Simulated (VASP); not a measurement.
# WC in VASP: single point with PBE

Aim: the single point of WC with PBE.

All numbers are computed with VASP 6.6.1; they aren't measurements. Logs are shortened: lines on timing, memory, paths and dates and some standing lists are left out, and cuts for length are marked.

### Step 1. The cell of the first run

The cell holds a slab with vacuum, 12 atoms: a = 2.922 Å, b = 4.080 Å, c = 24.772 Å, α = 90.00°, β = 90.00°, γ = 110.98°.

### Step 2. Single point, PBE

INCAR

```
SYSTEM = WC
PREC = Accurate ; ENCUT = 520
EDIFF = 1E-6 ; ISMEAR = 0
SIGMA = 0.1 ; LREAL = .FALSE.
LASPH = .TRUE. ; NELM = 60
ALGO = Fast ; ISIF = 2
LWAVE = .FALSE. ; LCHARG = .FALSE.
LDIPOL = .TRUE. ; IDIPOL = 3
DIPOL = 0.5 0.5 0.500 ; GGA = PE
NBANDS = 66
```

KPOINTS

```
Automatic mesh
0
G
  13 9 1
  0 0 0
```

POSCAR

```
WC
1.0
    2.9217712149      0.0000000000      0.0000000000
   -1.4608856074      3.8089903548      0.0000000000
    0.0000000000      0.0000000000     24.7718460443
W C
6 6
Direct
    0.7184016697      0.4366552096      0.3065464795
    0.4417916815      0.8836750936      0.3792405596
    0.1615003406      0.3228214178      0.4555580528
    0.8811517806      0.7622313550      0.5317394162
    0.6028221483      0.2057262885      0.6087338187
    0.3181856446      0.6365642409      0.6836527389
    0.0080040152      0.0159579596      0.3152113385
    0.7276149772      0.4550587043      0.3910720617
    0.4485067690      0.8968976625      0.4680963712
    0.1695424254      0.3389861692      0.5446407119
    0.8868223756      0.7736228839      0.6205361026
    0.6236062231      0.2477031167      0.6949723484
```

Potentials or basis: VASP PAW PBE potentials, release 64 (W_sv, C).

On the command line:

```
$ cat potpaw_PBE.64/W_sv/POTCAR potpaw_PBE.64/C/POTCAR > POTCAR
$ mpirun -np 1 vasp_std > vasp.out
```

OUTCAR:

```text
SYSTEM = WC
   PREC = Accurate
   ENCUT = 520
   EDIFF = 1E-6
   ISMEAR = 0
   LREAL = .FALSE.
   LASPH = .TRUE.
   NELM = 60
   ISIF = 2
   GGA = PE

 ion  position               nearest neighbor table
   1  0.718  0.437  0.307-   8 2.10   7 2.18   7 2.18   7 2.22   2 2.77   2 2.88   2 2.88
   2  0.442  0.884  0.379-   8 2.20   9 2.20   8 2.21   8 2.21   7 2.21   7 2.21   1 2.77   3 2.85
                             1 2.88   1 2.88   3 2.92   3 2.92
   3  0.162  0.323  0.456-   9 2.21   9 2.21  10 2.21   9 2.21   8 2.22   8 2.22   4 2.85   2 2.85
                             4 2.91   4 2.92   2 2.92   2 2.92
   4  0.881  0.762  0.532-  10 2.20  10 2.20  11 2.20   9 2.21   9 2.21  10 2.22   3 2.85   5 2.85
                             3 2.91   3 2.92   5 2.94   5 2.94
   5  0.603  0.206  0.609-  12 2.14  11 2.18  10 2.22  10 2.22  11 2.22  11 2.22   4 2.85   6 2.85
                             6 2.88   6 2.88   4 2.94   4 2.94
   6  0.318  0.637  0.684-  12 2.10  12 2.10  11 2.20  11 2.20  12 2.34   5 2.85   5 2.88   5 2.88

   7  0.008  0.016  0.315-   1 2.18   1 2.18   2 2.21   2 2.21   1 2.22
   8  0.728  0.455  0.391-   1 2.10   2 2.20   2 2.21   2 2.21   3 2.22   3 2.22
   9  0.449  0.897  0.468-   2 2.20   3 2.21   3 2.21   3 2.21   4 2.21   4 2.21
  10  0.170  0.339  0.545-   4 2.20   4 2.20   3 2.21   5 2.22   5 2.22   4 2.22
  11  0.887  0.774  0.621-   5 2.18   4 2.20   6 2.20   6 2.20   5 2.22   5 2.22
  12  0.624  0.248  0.695-   6 2.10   6 2.10   5 2.14   6 2.34

  LATTYP: Found a base centered orthorhombic cell.
 ALAT       =     2.9217712149
 B/A-ratio  =     2.6073159564
 C/A-ratio  =     8.4783661082

  Lattice vectors:

 A1 = (   1.4608856074,  -3.8089903548,   0.0000000000)
 A2 = (   1.4608856075,   3.8089903548,   0.0000000000)
 A3 = (   0.0000000000,   0.0000000000,  24.7718460443)

Analysis of symmetry for initial positions (statically):
=====================================================================
 Subroutine PRICEL returns:
 Original cell was already a primitive cell.

 Routine SETGRP: Setting up the symmetry group for a
 base centered orthorhombic supercell.

 Subroutine GETGRP returns: Found  1 space group operations
 (whereof  1 operations were pure point group operations)
 out of a pool of  8 trial point group operations.

The static configuration has the point symmetry C_1 .

Analysis of symmetry for dynamics (positions and initial velocities):
=====================================================================
 Subroutine PRICEL returns:
 Original cell was already a primitive cell.

 Routine SETGRP: Setting up the symmetry group for a
 base centered orthorhombic supercell.

 Subroutine GETGRP returns: Found  1 space group operations
 (whereof  1 operations were pure point group operations)
 out of a pool of  8 trial point group operations.

The dynamic configuration has the point symmetry C_1 .

 Subroutine INISYM returns: Found  1 space group operations
 (whereof  1 operations are pure point group operations),
 and found     1 'primitive' translations

----------------------------------------------------------------------------------------

                                     Primitive cell

  volume of cell :     275.6858

  direct lattice vectors                    reciprocal lattice vectors
     2.921771215  0.000000000  0.000000000     0.342258146  0.131268382  0.000000000
    -1.460885607  3.808990355  0.000000000     0.000000000  0.262536764  0.000000000
     0.000000000  0.000000000 24.771846044     0.000000000  0.000000000  0.040368408

  length of vectors
     2.921771215  4.079533586 24.771846044     0.366567902  0.262536764  0.040368408

  position of ions in fractional coordinates (direct lattice)
     0.718401670  0.436655210  0.306546479
     0.441791681  0.883675094  0.379240560
     0.161500341  0.322821418  0.455558053
     0.881151781  0.762231355  0.531739416
     0.602822148  0.205726289  0.608733819
     0.318185645  0.636564241  0.683652739
     0.008004015  0.015957960  0.315211338
     0.727614977  0.455058704  0.391072062
     0.448506769  0.896897663  0.468096371
     0.169542425  0.338986169  0.544640712
     0.886822376  0.773622884  0.620536103
     0.623606223  0.247703117  0.694972348

  ion indices of the primitive-cell ions
   primitive index   ion index
                 1           1
                 2           2
[... 48 lines left out ...]
|                                                                             |
 -----------------------------------------------------------------------------

 WARNING: IBZKPT: internal override: KBLOWUP is changed to .FALSE.
      ... skipping the blow-up phase ...

 Subroutine IBZKPT returns following result:
 ===========================================

 Found     59 irreducible k-points:

 Following reciprocal coordinates:
            Coordinates               Weight
  0.000000  0.000000  0.000000      1.000000
  0.076923 -0.000000  0.000000      2.000000
  0.153846  0.000000  0.000000      2.000000
  0.230769 -0.000000  0.000000      2.000000
  0.307692  0.000000  0.000000      2.000000
  0.384615  0.000000  0.000000      2.000000
[... 16 lines left out ...]
  0.153846  0.222222  0.000000      2.000000
  0.230769  0.222222  0.000000      2.000000
 [... further k-points ...]
   k-points           NKPTS =     59   k-points in BZ     NKDIM =     59   number of bands    NBANDS=     66
   number of dos      NEDOS =    301   number of ions     NIONS =     12
   total plane-waves  NPLWV = 138240
   dimension x,y,z NGX =    24 NGY =   30 NGZ =  192
   dimension x,y,z NGXF=    48 NGYF=   60 NGZF=  384
   ions per type =               6   6
   NGX,Y,Z   is equivalent  to a cutoff of  13.66, 12.23, 12.89 a.u.
   NGXF,Y,Z  is equivalent  to a cutoff of  27.31, 24.45, 25.77 a.u.
 SYSTEM =  WC
   PREC   = accura    normal or accurate (medium, high low for compatibility)
   ISTART =      0    job   : 0-new  1-cont  2-samecut
   ICHARG =      2    charge: 1-file 2-atom 10-const
   ISPIN  =      1    spin polarized calculation?
   LNONCOLLINEAR =      F non collinear calculations
   LSORBIT =      F    spin-orbit coupling
   LASPH  =      T    aspherical Exc in radial PAW
   ENCUT  =  520.0 eV  38.22 Ry    6.18 a.u.   5.43  7.59 46.06*2*pi/ulx,y,z
   NELM   =     60;   NELMIN=  2; NELMDL= -5     # of ELM steps
   EDIFF  = 0.1E-05   stopping-criterion for ELM
   LREAL  =      F    real-space projection
[... 7 lines left out ...]
   TEBEG  =    0.0;   TEEND  =   0.0 temperature during run
   PSTRESS=    0.0 pullay stress
   NELECT =     108.0000    total number of electrons
   NUPDOWN=      -1.0000    fix difference up-down
   EMIN   =  10.00;   EMAX   =-10.00  energy-range for DOS
   EFERMI =   0.00;   METHOD = LEGACY
   ISMEAR =     0;   SIGMA  =   0.10  broadening in eV -4-tet -1-fermi 0-gaus
   EFERMI_NEDOS =   21; number of points for ismear=-14 and -15
   IALGO  =     68    algorithm
   IMIX   =      4    mixing-type and parameters
     AMIX     =   0.40;   BMIX     =  1.00
     AMIX_MAG =   1.60;   BMIX_MAG =  1.00
  volume/ion in A,a.u.               =      22.97       155.03
  Fermi-wavevector in a.u.,A,eV,Ry     =   1.197874  2.263654 19.523040  1.434903
  Thomas-Fermi vector in A             =   2.333778
   LORBIT       =      0    0 simple, 1 ext, 2 COOP (PROOUT), +10 PAW based schemes
   GGA     = PE    functional components
   LHFCALC =     F    Hartree Fock is set to
   AEXX    =    0.0000 exact exchange contribution
   IVDW    =     0    specifies the selected vdW correction
   LEPSILON=     F    determine dielectric tensor
   LRPA    =     F    only Hartree local field effects (RPA)
 non-spin polarized calculation
 RMM-DIIS sequential band-by-band and
 Gauss-broadening in eV      SIGMA  =   0.10
  energy-cutoff  :      520.00
  volume of cell :      275.69
 maximum number of plane-waves:      7499
 NGX is ok and might be reduce to    24
   NGX = 11   NGY = 15   NGZ = 93

 dipolmoment           0.000000      0.000000     -0.008869 electrons x Angstroem

 number of electron     107.9999999 magnetization

 dipolmoment           0.000000      0.000000      0.023948 electrons x Angstroem

 Free energy of the ion-electron system (eV)
  ---------------------------------------------------
  ext. energy  EPLUGINS =         0.00000000
  ---------------------------------------------------
  free energy    TOTEN  =      -129.43083156 eV

  energy without entropy =     -129.41450136  energy(sigma->0) =     -129.42266646

 E-fermi :   2.7983     XC(G=0):  -7.1159

 val. band max:        2.7908594780   @ k =  -0.2308   0.1111   0.0000
 cond. band min:       2.8031128564   @ k =   0.0769   0.2222   0.0000
 fundamental gap:      0.0122533784
 Fermi energy:         2.7982529532

 k-point     1 :       0.0000    0.0000    0.0000
  band No.  band energies     occupation
      1     -71.4514      2.00000
      2     -71.4398      2.00000
      3     -71.3934      2.00000
      4     -71.3641      2.00000
      5     -71.3004      2.00000
      6     -71.2836      2.00000
[... 1645 lines left out ...]
     65       6.4314      0.00000
     66       6.5390      0.00000

 [... further k-points ...]

------------------------ aborting loop because EDIFF is reached ----------------------------------------

 vacuum level on the upper side and lower side of the slab       (xc-potential included)         0.101        -0.314

  FORCE on cell =-STRESS in cart. coord.  units (eV):
  Direction    XX          YY          ZZ          XY          YZ          ZX
  --------------------------------------------------------------------------------------
  -------------------------------------------------------------------------------------
  Total       -1.5853356     -9.8269261      0.7144791     -0.0151945     -0.0955049      0.0003480
  in kB       -9.2133453    -57.1102186      4.1522705     -0.0883044     -0.5550369      0.0020224
  external PRESSURE =     -20.7237645 kB  Pullay stress =       0.0000000 kB

 VOLUME and BASIS-vectors are now :
 -----------------------------------------------------------------------------
  energy-cutoff  :      520.00
  volume of cell :      275.69
      direct lattice vectors                 reciprocal lattice vectors
     2.921771215  0.000000000  0.000000000     0.342258146  0.131268382  0.000000000
    -1.460885607  3.808990355  0.000000000     0.000000000  0.262536764  0.000000000
     0.000000000  0.000000000 24.771846044     0.000000000  0.000000000  0.040368408

 POSITION                                       TOTAL-FORCE (eV/Angst)
 -----------------------------------------------------------------------------------
      1.46110      1.66322      7.59372        -0.000283      0.008864     -0.056899
     -0.00013      3.36591      9.39449         0.000290     -0.002863      0.000181
      0.00026      1.22962     11.28501        -0.000097      0.000720     -0.003898
      1.46099      2.90333     13.17217        -0.000069      0.001973      0.000697
      1.46077      0.78361     15.07946        -0.000192     -0.001961     -0.005463
     -0.00028      2.42467     16.93534         0.000521      0.019201      0.039813
      0.00007      0.06078      7.80837         0.000166      0.001279     -0.029016
      1.46114      1.73331      9.68758        -0.000054      0.001895      0.003317
      0.00017      3.41627     11.59561        -0.000157     -0.000622      0.000144
      0.00014      1.29120     13.49176        -0.000073     -0.001741      0.001822
      1.46092      2.94672     15.37182         0.000199      0.001813      0.003887
      1.46017      0.94350     17.21575        -0.000251     -0.028556      0.045414
 -----------------------------------------------------------------------------------
    total drift:                                0.000005      0.000365      0.000711

  FREE ENERGIE OF THE ION-ELECTRON SYSTEM (eV)
  ---------------------------------------------------
  free  energy   TOTEN  =      -129.4308315601 eV

  energy  without entropy=     -129.4145013620  energy(sigma->0) =     -129.42266646

 vacuum level on the upper side and lower side of the slab         7.236         6.767
```

It took 68 min on 1 thread of Oxide Virtual Turin-like, shared host; peak memory 0.85 GiB.

What came out:

* Free energy: -129.4308 eV
* Largest force: 0.058 eV/Å
* Band gap on the k mesh: zero (bands 54 and 55 overlap by 1.00 eV)

Forces on the atoms (eV/Å):
```
W    0.000  0.009 -0.057
W    0.000 -0.003  0.000
W    0.000  0.001 -0.004
W    0.000  0.002  0.001
W    0.000 -0.002 -0.005
W    0.001  0.019  0.040
C    0.000  0.001 -0.029
C    0.000  0.002  0.003
C    0.000 -0.001  0.000
C    0.000 -0.002  0.002
C    0.000  0.002  0.004
C    0.000 -0.029  0.045
```

Levels at points of the mesh, in eV from the Fermi level:
```csv
k point,band 52,band 53,band 54,band 55,band 56,band 57
"(0.00, 0.00, 0.00)",-0.89,-0.18,0.61,0.81,1.06,1.54
```

Caveat: spin-orbit coupling is left out, which moves the levels of the heavy elements.
